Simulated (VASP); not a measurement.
A run of VASP 6.6.1 is set up as follows.

INCAR

```
PREC = Accurate
ENCUT = 600
EDIFF = 1E-6
ISMEAR = -1
SIGMA = 0.08
LREAL = F
LASPH = T
NELM = 60
ALGO = Normal
ISIF = 3
LWAVE = F
LCHARG = F
IBRION = 2
NSW = 100
EDIFFG = -0.002
PSTRESS = 10.0
```

File KPOINTS:

```
Automatic mesh
0
Gamma
  14 14 14
```

File POSCAR:

```
InAs
1.0
    0.0000000000      3.0129702486      3.0129702486
    3.0129702486      0.0000000000      3.0129702486
    3.0129702486      3.0129702486      0.0000000000
In As
1 1
Direct
    0.0000000000      0.0000000000      0.0000000000
    0.7500000000      0.7500000000      0.7500000000
```

Potentials or basis: VASP PAW LDA potentials, release 64 (In_d, As).

Run with:

```bash
$ cat potpaw_LDA.64/In_d/POTCAR potpaw_LDA.64/As/POTCAR > POTCAR
$ mpirun -np 1 vasp_std > vasp.out
```

(1) Predict the space group after relaxing (to 0.1 Å).

(2) Predict the relaxed cell.

(3) What does it give for the band gap on the k mesh?

(4) Estimate the relaxed volume.

Results:

(1) F-43m (No. 216).

(2) a = 4.243 Å, b = 4.243 Å, c = 4.243 Å, α = 60.00°, β = 60.00°, γ = 60.00°.

(3) zero (filled and empty bands touch).

(4) 27.00 Å³/atom.

Caveat: the cell is relaxed towards a set pressure, so the run minimises the enthalpy, not the energy; semilocal functionals underestimate gaps, and a narrow one can read as zero; spin-orbit coupling is left out, which moves the levels of the heavy elements.
